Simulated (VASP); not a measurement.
# Si (P-1) in VASP: a series of runs, part 2 of 2

VASP 6.6.1. Earlier steps stand in the parts before.

**3. Relaxation of cell and atoms, LDA**

The input, INCAR:

```
PREC = Accurate ; ENCUT = 600
EDIFF = 1E-6 ; ISMEAR = 0
SIGMA = 0.15 ; LREAL = F
LASPH = T ; NELM = 60
ALGO = Normal ; ISIF = 3
LWAVE = F ; LCHARG = F
IBRION = 2 ; NSW = 100
EDIFFG = -0.01
```

The input, KPOINTS:

```
regular mesh
0
Gamma
  12 12 8
```

The input, POSCAR:

```
Si
1.0
    2.6510666862      0.0000000000      0.0000000000
   -1.3255333431      2.2958910974      0.0000000000
    0.0000000000      0.0000000000      4.5417424135
Si
2
Direct
    0.3238790356      0.6375649606      0.2376999167
    0.6761209644      0.3624350394      0.7623000833
```

Potentials or basis: VASP PAW LDA potentials, release 64 (Si).

The run is started by

```
$ cat potpaw_LDA.64/Si/POTCAR > POTCAR
$ mpirun -np 1 vasp_std > vasp.out
```

OUTCAR:

```text
PREC = Accurate
   ENCUT = 600
   EDIFF = 1E-6
   ISMEAR = 0
   LREAL = F
   LASPH = T
   NELM = 60
   ISIF = 3
   IBRION = 2
   NSW = 100
   EDIFFG = -0.01

 ion  position               nearest neighbor table
   1  0.324  0.638  0.238-   2 2.60   2 2.62   2 2.73   2 2.79   2 2.81   2 2.91
   2  0.676  0.362  0.762-   1 2.60   1 2.62   1 2.73   1 2.79   1 2.81   1 2.91

  LATTYP: Found a hexagonal cell.
 ALAT       =     2.6510666862
 C/A-ratio  =     1.7131754690

  Lattice vectors:

 A1 = (   2.6510666862,   0.0000000000,   0.0000000000)
 A2 = (  -1.3255333431,   2.2958910974,   0.0000000000)
 A3 = (   0.0000000000,   0.0000000000,   4.5417424135)

Analysis of symmetry for initial positions (statically):
=====================================================================
 Subroutine PRICEL returns:
 Original cell was already a primitive cell.

 Routine SETGRP: Setting up the symmetry group for a
 hexagonal supercell.

 Subroutine GETGRP returns: Found  2 space group operations
 (whereof  2 operations were pure point group operations)
 out of a pool of 24 trial point group operations.

The static configuration has the point symmetry S_2 .

Analysis of symmetry for dynamics (positions and initial velocities):
=====================================================================
 Subroutine PRICEL returns:
 Original cell was already a primitive cell.

 Routine SETGRP: Setting up the symmetry group for a
 hexagonal supercell.

 Subroutine GETGRP returns: Found  2 space group operations
 (whereof  2 operations were pure point group operations)
 out of a pool of 24 trial point group operations.

The dynamic configuration has the point symmetry S_2 .

 Subroutine INISYM returns: Found  2 space group operations
 (whereof  2 operations are pure point group operations),
 and found     1 'primitive' translations

----------------------------------------------------------------------------------------

                                     Primitive cell

  volume of cell :      27.6436

  direct lattice vectors                    reciprocal lattice vectors
     2.651066686  0.000000000  0.000000000     0.377206656  0.217780364  0.000000000
    -1.325533343  2.295891097  0.000000000     0.000000000  0.435560729  0.000000000
     0.000000000  0.000000000  4.541742413     0.000000000  0.000000000  0.220179814

  length of vectors
     2.651066686  2.651066686  4.541742413     0.435560729  0.435560729  0.220179814

  position of ions in fractional coordinates (direct lattice)
     0.323879036  0.637564961  0.237699917
     0.676120964  0.362435039  0.762300083

  ion indices of the primitive-cell ions
   primitive index   ion index
                 1           1
                 2           2

----------------------------------------------------------------------------------------

 KPOINTS: regular mesh

Automatic generation of k-mesh.
 Grid dimensions read from file:
 generate k-points for:   12   12    8

 Generating k-lattice:

  Cartesian coordinates                     Fractional coordinates (reciprocal lattice)
     0.031433888  0.018148364  0.000000000     0.083333333 -0.000000000  0.000000000
[... 53 lines left out ...]
   ISPIN  =      1    spin polarized calculation?
   LNONCOLLINEAR =      F non collinear calculations
   LSORBIT =      F    spin-orbit coupling
   LASPH  =      T    aspherical Exc in radial PAW
   ENCUT  =  600.0 eV  44.10 Ry    6.64 a.u.   5.29  5.29  9.07*2*pi/ulx,y,z
   NELM   =     60;   NELMIN=  2; NELMDL= -5     # of ELM steps
   EDIFF  = 0.1E-05   stopping-criterion for ELM
   LREAL  =      F    real-space projection
   EDIFFG = -.1E-01   stopping-criterion for IOM
   NSW    =    100    number of steps for IOM
   IBRION =      2    ionic relax: 0-MD 1-quasi-New 2-CG
   NFREE  =      1    steps in history (QN), initial steepest desc. (CG)
   ISIF   =      3    stress and relaxation
   ISYM   =      2    0-nonsym 1-usesym 2-fastsym
   POTIM  = 0.5000    time-step for ionic-motion
   TEBEG  =    0.0;   TEEND  =   0.0 temperature during run
   PSTRESS=    0.0 pullay stress
   NELECT =       8.0000    total number of electrons
   NUPDOWN=      -1.0000    fix difference up-down
   EMIN   =  10.00;   EMAX   =-10.00  energy-range for DOS
   EFERMI =   0.00;   METHOD = LEGACY
   ISMEAR =     0;   SIGMA  =   0.15  broadening in eV -4-tet -1-fermi 0-gaus
   EFERMI_NEDOS =   21; number of points for ismear=-14 and -15
   IALGO  =     38    algorithm
   IMIX   =      4    mixing-type and parameters
     AMIX     =   0.40;   BMIX     =  1.00
     AMIX_MAG =   1.60;   BMIX_MAG =  1.00
  volume/ion in A,a.u.               =      13.82        93.27
  Fermi-wavevector in a.u.,A,eV,Ry     =   1.082863  2.046314 15.954074  1.172591
  Thomas-Fermi vector in A             =   2.218915
   LORBIT       =      0    0 simple, 1 ext, 2 COOP (PROOUT), +10 PAW based schemes
   GGA     = CA    functional components
   LHFCALC =     F    Hartree Fock is set to
   AEXX    =    0.0000 exact exchange contribution
   IVDW    =     0    specifies the selected vdW correction
   LEPSILON=     F    determine dielectric tensor
   LRPA    =     F    only Hartree local field effects (RPA)
 conjugate gradient relaxation of ions
 non-spin polarized calculation
 Gauss-broadening in eV      SIGMA  =   0.15
  energy-cutoff  :      600.00
  volume of cell :       27.64
 maximum number of plane-waves:       938
 NGX is ok and might be reduce to    24
   NGX = 11   NGY = 11   NGZ = 19

--------------------------------------- Ionic step        1  -------------------------------------------

 number of electron       8.0000000 magnetization

 Free energy of the ion-electron system (eV)
  ---------------------------------------------------
  ext. energy  EPLUGINS =         0.00000000
  ---------------------------------------------------
  free energy    TOTEN  =       -11.05665509 eV

  energy without entropy =      -11.04643835  energy(sigma->0) =      -11.05154672

------------------------ aborting loop because EDIFF is reached ----------------------------------------

  FORCE on cell =-STRESS in cart. coord.  units (eV):
  Direction    XX          YY          ZZ          XY          YZ          ZX
  --------------------------------------------------------------------------------------
  -------------------------------------------------------------------------------------
  Total        0.2460585      0.3068117     -0.2160546     -0.0036501      0.1773438     -0.0418798
  in kB       14.2611501     17.7823054    -12.5221713     -0.2115559     10.2785562     -2.4272830
  external PRESSURE =       6.5070947 kB  Pullay stress =       0.0000000 kB
[... 89 lines left out ...]
  FREE ENERGIE OF THE ION-ELECTRON SYSTEM (eV)
  ---------------------------------------------------
  free  energy   TOTEN  =       -11.0811165642 eV

  energy  without entropy=      -11.0704683456  energy(sigma->0) =      -11.07579245

 E-fermi :  10.0139     XC(G=0): -11.2397

 val. band max:       10.0136422338   @ k =   0.1667   0.0833   0.5000
 cond. band min:      10.0191026882   @ k =   0.3333  -0.0833   0.5000
 fundamental gap:      0.0054604544
 Fermi energy:        10.0138797917

 k-point     1 :       0.0000    0.0000    0.0000
  band No.  band energies     occupation
      1      -4.3325      2.00000
      2       0.8614      2.00000
      3       2.6494      2.00000
      4      17.6879      0.00000
      5      18.5242      0.00000
      6      19.6510      0.00000
      7      20.5744      0.00000
      8      21.3445      0.00000
[... 243 lines left out ...]
 k-point    24 :      -0.0833    0.2500    0.0000
  band No.  band energies     occupation
      1      -2.9312      2.00000
      2       2.2457      2.00000
      3       3.9432      2.00000
      4      12.9155      0.00000
      5      14.3030      0.00000
      6      17.8963      0.00000
      7      18.5643      0.00000
      8      19.3723      0.00000

 [... further k-points ...]

[... ionic steps 4 to 54 ...]

--------------------------------------- Ionic step       55  -------------------------------------------

 number of electron       8.0000000 magnetization

------------------------ aborting loop because EDIFF is reached ----------------------------------------
[... 67 lines left out ...]
--------------------------------------- Ionic step       57  -------------------------------------------

 number of electron       8.0000000 magnetization

 Free energy of the ion-electron system (eV)
  ---------------------------------------------------
  ext. energy  EPLUGINS =         0.00000000
  ---------------------------------------------------
  free energy    TOTEN  =       -11.47886904 eV

  energy without entropy =      -11.47122085  energy(sigma->0) =      -11.47504495

 E-fermi :   9.7082     XC(G=0): -11.1676

 val. band max:        9.6949904905   @ k =   0.4167  -0.0000   0.2500
 cond. band min:       9.7102559650   @ k =  -0.4167  -0.2500  -0.2500
 fundamental gap:      0.0152654745
 Fermi energy:         9.7081682056

 k-point     1 :       0.0000    0.0000    0.0000
  band No.  band energies     occupation
      1      -4.4175      2.00000
      2       0.4596      2.00000
      3       2.5040      2.00000
      4      17.2277      0.00000
      5      17.6276      0.00000
      6      19.4527      0.00000
      7      20.4655      0.00000
      8      21.0822      0.00000
[... 282 lines left out ...]
  FREE ENERGIE OF THE ION-ELECTRON SYSTEM (eV)
  ---------------------------------------------------
  free  energy   TOTEN  =       -11.4788690417 eV

  energy  without entropy=      -11.4712208494  energy(sigma->0) =      -11.47504495

 reached required accuracy - stopping structural energy minimisation
```

Run time: 33 min. Hardware: 1 thread of Intel Xeon Platinum 8488C (Sapphire Rapids), shared host; peak memory 0.24 GiB.

What came out:

* Free energy: -11.4789 eV
* Relaxed volume: 14.60 Å³/atom
* Relaxed cell: a = 2.690 Å, b = 2.580 Å, c = 4.931 Å, α = 90.00°, β = 90.00°, γ = 121.46°
* Space group after relaxing (to 0.1 Å): Cmmm (No. 65)
* Energy gained by relaxing: 211.1 meV/atom
* Ionic steps: 57
* Pressure after relaxing: 0.0 GPa
* Largest force after relaxing: 0.005 eV/Å
* Band gap on the k mesh: zero (bands 4 and 5 overlap by 10.63 eV)

Forces in eV/Å, atoms in the order of the input:
```
Si  -0.002  0.004  0.000
Si   0.002 -0.004  0.000
```

The path:
```
step  energy change (eV)  largest force (eV/Å)  pressure (GPa)  volume (Å³)
   1              0.0000                0.4458            0.65        27.64
   3             -0.0245                0.1229           -1.33        28.04
   5             -0.0288                0.0670            0.38        27.52
   7             -0.0307                0.0760            0.28        27.55
   9             -0.0338                0.0932            0.04        27.63
  11             -0.0410                0.1362           -1.36        28.33
  13             -0.0426                0.1313           -1.04        28.16
  15             -0.0434                0.1610            0.61        27.96
  17             -0.0493                0.1524           -0.03        28.01
  19             -0.0566                0.1881            2.28        27.56
  21             -0.0618                0.1913            1.34        27.74
  23             -0.0890                0.2406            0.75        28.04
  25             -0.1018                0.9247            1.30        29.17
  27             -0.1343                0.4548            0.62        28.74
  29             -0.1874                0.4867           -0.71        29.33
  31             -0.2401                0.3673           -2.15        29.91
  33             -0.2810                0.3732           -0.22        29.17
  35             -0.3320                0.3535            1.52        28.62
  37             -0.3502                0.3108            0.16        28.99
  39             -0.3762                0.2344           -0.20        29.17
  41             -0.3955                0.1495            2.18        28.69
  43             -0.4077                0.0791            1.02        28.97
  45             -0.4170                0.0697           -1.09        29.43
  47             -0.4195                0.0604            0.00        29.17
  49             -0.4206                0.0465            0.38        29.11
  51             -0.4212                0.0366           -0.16        29.25
  53             -0.4219                0.0182           -0.09        29.23
  55             -0.4221                0.0088            0.16        29.16
  57             -0.4222                0.0047            0.01        29.19
```

Final structure:
```cif
data_structure
_symmetry_space_group_name_H-M 'P 1'
_symmetry_Int_Tables_number 1
_cell_length_a 2.6899
_cell_length_b 2.5804
_cell_length_c 4.9306
_cell_angle_alpha 90.001
_cell_angle_beta 90.005
_cell_angle_gamma 121.464
_cell_volume 29.19
loop_
_atom_site_label
_atom_site_type_symbol
_atom_site_fract_x
_atom_site_fract_y
_atom_site_fract_z
_atom_site_occupancy
Si1 Si 0.50001 0.49886 0.24999 1
Si2 Si 0.49999 0.50114 0.75001 1
```

Levels at points of the mesh, in eV from the Fermi level:
| k point | band 1 | band 2 | band 3 | band 4 | band 5 | band 6 | band 7 | band 8 |
| --- | --- | --- | --- | --- | --- | --- | --- | --- |
| (0.00, 0.00, 0.00) | -14.13 | -9.25 | -7.20 | 7.52 | 7.92 | 9.74 | 10.76 | 11.37 |
| (0.50, 0.00, 0.00) | -7.86 | -6.88 | -3.02 | -2.28 | -2.21 | 1.40 | 5.77 | 6.95 |
| (0.00, 0.50, 0.00) | -7.04 | -6.59 | -2.77 | -1.66 | -1.25 | 1.71 | 4.02 | 5.82 |
| (0.50, 0.50, 0.00) | -7.88 | -6.89 | -3.02 | -2.29 | -2.23 | 1.39 | 5.80 | 6.96 |
| (0.00, 0.00, 0.50) | -12.68 | -12.68 | -1.15 | -1.15 | 10.87 | 10.87 | 11.88 | 11.88 |
| (0.50, 0.00, 0.50) | -6.42 | -6.42 | -5.57 | -5.57 | 3.94 | 3.94 | 6.80 | 6.80 |
| (0.00, 0.50, 0.50) | -5.60 | -5.60 | -5.29 | -5.29 | 4.35 | 4.35 | 5.23 | 5.23 |
| (0.50, 0.50, 0.50) | -6.44 | -6.44 | -5.58 | -5.58 | 3.93 | 3.93 | 6.80 | 6.80 |
